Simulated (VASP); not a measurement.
A run of VASP 6.6.1:

The input INCAR:

```
PREC     = Accurate       # precision mode
ENCUT    = 520            # plane-wave cutoff, eV
EDIFF    = 1E-6           # SCF threshold, eV
ISMEAR   = 0              # smearing method
SIGMA    = 0.1            # smearing width, eV
LREAL    = False          # projectors in reciprocal space
LASPH    = True           # aspherical terms in the spheres
NELM     = 60             # most SCF steps
ALGO     = Normal         # electronic algorithm
ISIF     = 2              # what is computed and relaxed
LWAVE    = False          # write WAVECAR
LCHARG   = False          # write CHGCAR
GGA      = PE             # functional
NBANDS   = 16             # bands
```

The input KPOINTS:

```
Automatic mesh
0
Gamma
  6 6 6
```

POSCAR

```
TiB2
1.0
    0.0000000000      2.4743371600      2.4743371600
    2.4743371600      0.0000000000      2.4743371600
    2.4743371600      2.4743371600      0.0000000000
Ti B
1 2
Direct
    0.5000000000      0.5000000000      0.5000000000
    0.2500000000      0.2500000000      0.2500000000
    0.7500000000      0.7500000000      0.7500000000
```

Potentials or basis: VASP PAW PBE potentials, release 64 (Ti_sv, B).

Launch:

```sh
$ cat potpaw_PBE.64/Ti_sv/POTCAR potpaw_PBE.64/B/POTCAR > POTCAR
$ mpirun -np 1 vasp_std > vasp.out
```

Hardware: 1 thread of Intel(R) Xeon(R) 6975P-C (Granite Rapids), with other jobs on the host.

Task: Estimate the wall time of this run.

Result: Run time: 8.4 s on 1 thread of Intel(R) Xeon(R) 6975P-C (Granite Rapids), with other jobs on the host, peak memory 0.15 GiB. Counts: scf iterations 14, k points 16.
